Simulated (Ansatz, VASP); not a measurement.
# One calculation of Ba, two programs

Contents of INCAR:

```
ALGO = Fast
EDIFF = 1E-6
ENCUT = 520
GGA = PS
ISIF = 2
ISMEAR = 0
LASPH = T
LCHARG = T
LELF = T
LREAL = F
LVHAR = T
LWAVE = F
NBANDS = 11
NELM = 100
PREC = Accurate
SIGMA = 0.15
```

File KPOINTS:

```
k-points
0
Gamma
  14 14 14
```

File POSCAR:

```
Ba
1.0
    0.0000000000      3.0398029074      3.0398029074
    3.0398029074      0.0000000000      3.0398029074
    3.0398029074      3.0398029074      0.0000000000
Ba
1
Direct
    0.0000000000      0.0000000000      0.0000000000
```

Input for Ansatz:

```yaml
crystal:
  lattice:
    - [0.0, 3.0398029074, 3.0398029074]
    - [3.0398029074, 0.0, 3.0398029074]
    - [3.0398029074, 3.0398029074, 0.0]
  atoms:
    - { symbol: Ba, position: [0.0, 0.0, 0.0] }
basis:
  ecutwfc: 420
kpoints:
  mp_grid: { grid: [14, 14, 14] }
hamiltonian:
  xc: pbesol
  pseudopotentials: { kind: paw }
scf:
  occupations: { method: gaussian, width: 0.15 }
output:
  forces: true
  stress: true
  eigenvalues: true
```

Alike in both runs: task single point; functional PBEsol; k mesh 14 × 14 × 14; occupations gaussian, width 0.15 eV; no spin polarisation.

```csv
,VASP,Ansatz
version,VASP 6.6.1,Ansatz 0.2.0
potentials or method,"VASP PAW PBE potentials, release 64 (Ba_sv), cutoff 520 eV","scalar-relativistic, plane waves, PAW"
valence electrons in the cell,10,10
```

```tsv
	VASP	Ansatz	Ansatz less VASP
gap on the k mesh at the Fermi level (eV)	none	none	-
pressure (GPa)	0.4	0.4	-0.07
```

VASP's potentials were made for PBE, not for PBEsol. A gap of «none» marks a metal or a gap that the smearing closes.

Neither program's run includes spin-orbit coupling.
